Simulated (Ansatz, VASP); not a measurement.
**BN in VASP and in Ansatz**

File INCAR:

```
PREC = Accurate
ENCUT = 520
EDIFF = 1E-6
ISMEAR = 0
SIGMA = 0.05
LREAL = F
LASPH = T
NELM = 60
ALGO = Normal
ISIF = 2
LWAVE = F
LCHARG = T
GGA = PS
LELF = T
LVHAR = T
NBANDS = 16
```

KPOINTS

```
regular mesh
0
Gamma
  12 12 4
```

POSCAR

```
BN
1.0
    2.5043488457      0.0000000000      0.0000000000
   -1.2521744229      2.1688297203      0.0000000000
    0.0000000000      0.0000000000      6.9489047175
B N
2 2
Direct
    0.3333333333      0.6666666667      0.2500000000
    0.6666666667      0.3333333333      0.7500000000
    0.3333333333      0.6666666667      0.7500000000
    0.6666666667      0.3333333333      0.2500000000
```

Input for Ansatz:

```yaml
crystal:
  lattice:
    - [2.5043488457, 0.0, 0.0]
    - [-1.2521744229, 2.1688297203, 0.0]
    - [0.0, 0.0, 6.9489047175]
  atoms:
    - { symbol: B, position: [0.3333333333, 0.6666666667, 0.25] }
    - { symbol: B, position: [0.6666666667, 0.3333333333, 0.75] }
    - { symbol: "N", position: [0.3333333333, 0.6666666667, 0.75] }
    - { symbol: "N", position: [0.6666666667, 0.3333333333, 0.25] }
basis:
  ecutwfc: 420
kpoints:
  mp_grid: { grid: [12, 12, 4] }
hamiltonian:
  xc: pbesol
scf:
  occupations: { method: gaussian, width: 0.05 }
output:
  forces: true
  stress: true
  eigenvalues: true
```

Change from the starting cell: strain -0.0100 x Voigt [0, 0, 1, 0, 0, 0], atoms carried along.

Alike in both runs: task single point; functional PBEsol; k mesh 12 × 12 × 4; occupations gaussian, width 0.05 eV; no spin polarisation.

|  | VASP | Ansatz |
| --- | --- | --- |
| version | VASP 6.6.1 | Ansatz 0.2.0 |
| potentials or method | VASP PAW PBE potentials, release 64 (B, N), cutoff 520 eV | scalar-relativistic, plane waves, PAW |
| valence electrons in the cell | 16 | 16 |

|  | VASP | Ansatz | Ansatz less VASP |
| --- | --- | --- | --- |
| gap on the k mesh at the Fermi level (eV) | 4.24 | 4.25 | +0.010 |
| least direct gap on the mesh (eV) | 4.59 | 4.60 | +0.007 |
| pressure (GPa) | 0.3 | 0.1 | -0.29 |
| traceless stress, the component that is largest in VASP (GPa) | -0.34 | 0.09 | +0.429 |

VASP's potentials were made for PBE, not for PBEsol. The functional is the same, so the differences come from potentials, cutoffs and numerics.
